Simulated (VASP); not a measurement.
# Se (Fd-3m) in VASP: further runs, part 2 of 2

VASP 6.6.1. The steps go on from the part before.

### 4 Single point, PBE, non-collinear spin, zero start, spin-orbit coupling

This run uses another cell than the first one, of 31.77 Å³/atom.

Contents of INCAR:

```
  PREC = Accurate
  ENCUT = 520
  EDIFF = 1E-6
  ISMEAR = -1
  SIGMA = 0.1
  LREAL = False
  LASPH = True
  NELM = 150
  ALGO = Normal
  ISIF = 2
  LWAVE = False
  LCHARG = False
  LNONCOLLINEAR = True
  MAGMOM = 0 0 0 0 0 0
  LORBIT = 11
  LSORBIT = True
  GGA_COMPAT = False
  LORBMOM = True
  GGA = PE
  NBANDS = 24
```

Contents of KPOINTS:

```
Automatic mesh
0
Gamma
  9 9 9
```

Contents of POSCAR:

```
Se
1.0
    0.0000000000      3.1670468414      3.1670468414
    3.1670468414      0.0000000000      3.1670468414
    3.1670468414      3.1670468414      0.0000000000
Se
2
Direct
    0.1250000000      0.1250000000      0.1250000000
    0.8750000000      0.8750000000      0.8750000000
```

Potentials or basis: VASP PAW PBE potentials, release 64 (Se).

Started as:

```sh
cat potpaw_PBE.64/Se/POTCAR > POTCAR
mpirun -np 1 vasp_ncl > vasp.out
```

OUTCAR:

```text
PREC = Accurate
   ENCUT = 520
   EDIFF = 1E-6
   ISMEAR = -1
   LREAL = False
   LASPH = True
   NELM = 150
   ISIF = 2
   LNONCOLLINEAR = True
   LORBIT = 11
   LSORBIT = True
   GGA = PE

 ion  position               nearest neighbor table
   1  0.125  0.125  0.125-   2 2.74   2 2.74   2 2.74   2 2.74
   2  0.875  0.875  0.875-   1 2.74   1 2.74   1 2.74   1 2.74

  LATTYP: Found a face centered cubic cell.
 ALAT       =     6.3340936828

  Lattice vectors:

 A1 = (   0.0000000000,   3.1670468414,   3.1670468414)
 A2 = (   3.1670468414,   0.0000000000,   3.1670468414)
 A3 = (   3.1670468414,   3.1670468414,   0.0000000000)

Analysis of symmetry for initial positions (statically):
=====================================================================
 Subroutine PRICEL returns:
 Original cell was already a primitive cell.

 Routine SETGRP: Setting up the symmetry group for a
 face centered cubic supercell.

 Subroutine GETGRP returns: Found 48 space group operations
 (whereof 12 operations were pure point group operations)
 out of a pool of 48 trial point group operations.

The static configuration has the point symmetry D_3d.
 The point group associated with its full space group is O_h .

Analysis of symmetry for dynamics (positions and initial velocities):
=====================================================================
 Subroutine PRICEL returns:
 Original cell was already a primitive cell.

 Routine SETGRP: Setting up the symmetry group for a
 face centered cubic supercell.

 Subroutine GETGRP returns: Found 48 space group operations
 (whereof 12 operations were pure point group operations)
 out of a pool of 48 trial point group operations.

The dynamic configuration has the point symmetry D_3d.
 The point group associated with its full space group is O_h .

Analysis of structural, dynamic, and magnetic symmetry:
=====================================================================
 Subroutine PRICEL returns:
 Original cell was already a primitive cell.

 Routine SETGRP: Setting up the symmetry group for a
 face centered cubic supercell.

 Subroutine GETGRP returns: Found 48 space group operations
 (whereof 12 operations were pure point group operations)
 out of a pool of 48 trial point group operations.

The overall configuration has the point symmetry D_3d.
 The point group associated with its full space group is O_h .

 Subroutine INISYM returns: Found 48 space group operations
 (whereof 12 operations are pure point group operations),
 and found     1 'primitive' translations

----------------------------------------------------------------------------------------

                                     Primitive cell

  volume of cell :      63.5321

  direct lattice vectors                    reciprocal lattice vectors
     0.000000000  3.167046841  3.167046841    -0.157875783  0.157875783  0.157875783
     3.167046841  0.000000000  3.167046841     0.157875783 -0.157875783  0.157875783
     3.167046841  3.167046841  0.000000000     0.157875783  0.157875783 -0.157875783

  length of vectors
     4.478880596  4.478880596  4.478880596     0.273448878  0.273448878  0.273448878
[... 795 lines left out ...]
  --------------------------------------------------------------------------------------
  -------------------------------------------------------------------------------------
  Total        0.0456493      0.0456493      0.0456493     -0.0000000     -0.0000000      0.0000000
  in kB        1.1512000      1.1512000      1.1512000     -0.0000000     -0.0000000      0.0000000
  external PRESSURE =       1.1512000 kB  Pullay stress =       0.0000000 kB

 VOLUME and BASIS-vectors are now :
 -----------------------------------------------------------------------------
  energy-cutoff  :      520.00
  volume of cell :       63.53
      direct lattice vectors                 reciprocal lattice vectors
     0.000000000  3.167046841  3.167046841    -0.157875783  0.157875783  0.157875783
     3.167046841  0.000000000  3.167046841     0.157875783 -0.157875783  0.157875783
     3.167046841  3.167046841  0.000000000     0.157875783  0.157875783 -0.157875783

 POSITION                                       TOTAL-FORCE (eV/Angst)
 -----------------------------------------------------------------------------------
      0.79176      0.79176      0.79176         0.000000     -0.000000     -0.000000
      5.54233      5.54233      5.54233        -0.000000      0.000000      0.000000
 -----------------------------------------------------------------------------------
    total drift:                               -0.000000      0.000000      0.000000

  FREE ENERGIE OF THE ION-ELECTRON SYSTEM (eV)
  ---------------------------------------------------
  free  energy   TOTEN  =        -6.0828332788 eV

  energy  without entropy=       -6.0251551497  energy(sigma->0) =       -6.05399421

 orbital moment (x)

 # of ion     p       d       tot
 ----------------------------------------
  1         0.000  -0.000   0.000
  2        -0.000  -0.000  -0.000
 ----------------------------------------
            0.000  -0.000  -0.000

 orbital moment (y)

 # of ion     p       d       tot
 ----------------------------------------
  1        -0.000  -0.000  -0.000
  2         0.000   0.000   0.000
 ----------------------------------------
           -0.000  -0.000  -0.000

 orbital moment (z)

 # of ion     p       d       tot
 ----------------------------------------
  1         0.000   0.000   0.000
  2         0.000   0.000   0.000
 ----------------------------------------
            0.000   0.000   0.000

 Spin-Orbit-Coupling matrix elements

 Ion:    1  E_soc:     -0.0609315
 l=   1
     0.0000000    -0.0101688    -0.0101688
    -0.0101688     0.0000000    -0.0101688
    -0.0101688    -0.0101688     0.0000000
 l=   2
     0.0000000     0.0000078     0.0000000     0.0000078     0.0000058
     0.0000078     0.0000000     0.0000044     0.0000078     0.0000015
     0.0000000     0.0000044     0.0000000     0.0000044     0.0000000
     0.0000078     0.0000078     0.0000044     0.0000000     0.0000015
     0.0000058     0.0000015     0.0000000     0.0000015     0.0000000
 l=   3
     0.0000000     0.0000000     0.0000000     0.0000000     0.0000000     0.0000000     0.0000000
     0.0000000     0.0000000     0.0000000     0.0000000     0.0000000     0.0000000     0.0000000
     0.0000000     0.0000000     0.0000000     0.0000000     0.0000000     0.0000000     0.0000000
     0.0000000     0.0000000     0.0000000     0.0000000     0.0000000     0.0000000     0.0000000
     0.0000000     0.0000000     0.0000000     0.0000000     0.0000000     0.0000000     0.0000000
     0.0000000     0.0000000     0.0000000     0.0000000     0.0000000     0.0000000     0.0000000
     0.0000000     0.0000000     0.0000000     0.0000000     0.0000000     0.0000000     0.0000000

 Ion:    2  E_soc:     -0.0609315
 l=   1
     0.0000000    -0.0101688    -0.0101688
    -0.0101688     0.0000000    -0.0101688
    -0.0101688    -0.0101688     0.0000000
 l=   2
     0.0000000     0.0000078     0.0000000     0.0000078     0.0000058
     0.0000078     0.0000000     0.0000044     0.0000078     0.0000015
     0.0000000     0.0000044     0.0000000     0.0000044     0.0000000
     0.0000078     0.0000078     0.0000044     0.0000000     0.0000015
     0.0000058     0.0000015     0.0000000     0.0000015     0.0000000
 l=   3
     0.0000000     0.0000000     0.0000000     0.0000000     0.0000000     0.0000000     0.0000000
     0.0000000     0.0000000     0.0000000     0.0000000     0.0000000     0.0000000     0.0000000
     0.0000000     0.0000000     0.0000000     0.0000000     0.0000000     0.0000000     0.0000000
     0.0000000     0.0000000     0.0000000     0.0000000     0.0000000     0.0000000     0.0000000
     0.0000000     0.0000000     0.0000000     0.0000000     0.0000000     0.0000000     0.0000000
     0.0000000     0.0000000     0.0000000     0.0000000     0.0000000     0.0000000     0.0000000
     0.0000000     0.0000000     0.0000000     0.0000000     0.0000000     0.0000000     0.0000000

 total charge

# of ion       s       p       d       tot
------------------------------------------
    1        1.549   2.059   0.036   3.643
    2        1.549   2.059   0.036   3.643
--------------------------------------------------
tot          3.098   4.117   0.072   7.287

 magnetization (x)

# of ion       s       p       d       tot
------------------------------------------
    1        0.000  -0.000  -0.000  -0.000
    2        0.000   0.000   0.000   0.000
--------------------------------------------------
tot          0.000   0.000   0.000   0.000

 magnetization (y)

# of ion       s       p       d       tot
------------------------------------------
    1        0.000  -0.000   0.000  -0.000
    2        0.000  -0.000   0.000  -0.000
--------------------------------------------------
tot          0.000  -0.000   0.000  -0.000

 magnetization (z)

# of ion       s       p       d       tot
------------------------------------------
    1        0.000  -0.000  -0.000  -0.000
    2        0.000   0.000   0.000   0.000
--------------------------------------------------
tot          0.000  -0.000   0.000  -0.000
```

stdout:

```text
POSCAR found type information on POSCAR Se
 POSCAR found :  1 types and       2 ions
 scaLAPACK will be used
 LDA part: xc-table for (Slater+PW92), standard interpolation
 POSCAR, INCAR and KPOINTS ok, starting setup
 FFT: planning ... GRIDC
 FFT: planning ... GRID_SOFT
 FFT: planning ... GRID
 WAVECAR not read
 entering main loop
```

Wall time 4.3 min (1 thread of Intel Xeon 8259CL, shared host); peak memory 0.41 GiB.

Results:

| Item | Value |
| --- | --- |
| Free energy | -6.0828 eV |
| Pressure | 0.1 GPa |
| Net moment | 0.00 μB per cell |
| Valence electrons inside the program's atomic spheres | Se 3.64 |

Moments on the atoms (μB; x, y, z):
```
Se  0.00 0.00 0.00
Se  0.00 0.00 0.00
```

### 5 Summary

```csv
task,spin,cell,k mesh,cutoff (eV),gap on the mesh (eV),pressure (GPa)
relaxation of cell and atoms,off,"relaxed from a = 4.367 Å, angles 60.0°, 2 atoms",9 × 9 × 9,600,none,0.0
single point,off,"a = 4.479 Å, angles 60.0°, 2 atoms",14 × 14 × 14,520,none,0.0
single point,"non-collinear, zero start, SOC","a = 4.479 Å, angles 60.0°, 2 atoms",9 × 9 × 9,520,-,0.1
```

Alike in all rows: level PBE; potentials or basis VASP PAW PBE potentials, release 64 (Se); smearing fermi-dirac 0.1 eV.

Absolute energies hang on the potentials; compare differences alone.
